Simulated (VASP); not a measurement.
Set up this calculation in VASP 6.6.1, as the native input.

```yaml
Task: single point
Functional: PBE
Potentials_or_basis: VASP PAW PBE potentials, release 64 (Sb)
Cutoff: 520 eV
k_mesh: 9 × 9 × 9
Occupations: fermi-dirac, width 0.05 eV
Spin: no spin polarisation
Dipole_correction: no
Further_INCAR_settings: ALGO = Normal; EDIFF = 1e-06; NBANDS = 12
```

The structure of Sb lies in POSCAR:

```
Sb
1.0
    2.1577452361      1.2457747929      3.7564386296
   -2.1577452361      1.2457747929      3.7564386296
    0.0000000000     -2.4915495857      3.7564386296
Sb
2
Direct
    0.2336400000      0.2336400000      0.2336400000
    0.7663600000      0.7663600000      0.7663600000
```

This cell differs from its parent crystal: volume scaled by 1.01.

One way to write it, as run:

INCAR

```
SYSTEM = Sb
  PREC = Accurate
  ENCUT = 520
  EDIFF = 1E-6
  ISMEAR = -1
  SIGMA = 0.05
  LREAL = .False.
  LASPH = .True.
  NELM = 60
  ALGO = Normal
  ISIF = 2
  LWAVE = .False.
  LCHARG = .False.
  GGA = PE
  NBANDS = 12
```

KPOINTS

```
regular mesh
0
Gamma
  9 9 9
  0 0 0
```

Potentials or basis: VASP PAW PBE potentials, release 64 (Sb).

Command:

```sh
$ cat potpaw_PBE.64/Sb/POTCAR > POTCAR
$ mpirun -np 1 vasp_std > vasp.out
```

Results of the run:

```json
{"Pressure": "2.6 GPa", "Largest force": "0.189 eV/Å", "Band gap on the k mesh": "0.09 eV, indirect (least direct gap 0.49 eV)"}
```

Caveat: spin-orbit coupling is left out, which moves the levels of the heavy elements.

Wall time 30 s on 1 thread of AMD EPYC 9R45 96-Core Processor (Zen 5), with other jobs on the host, peak memory 0.19 GiB.
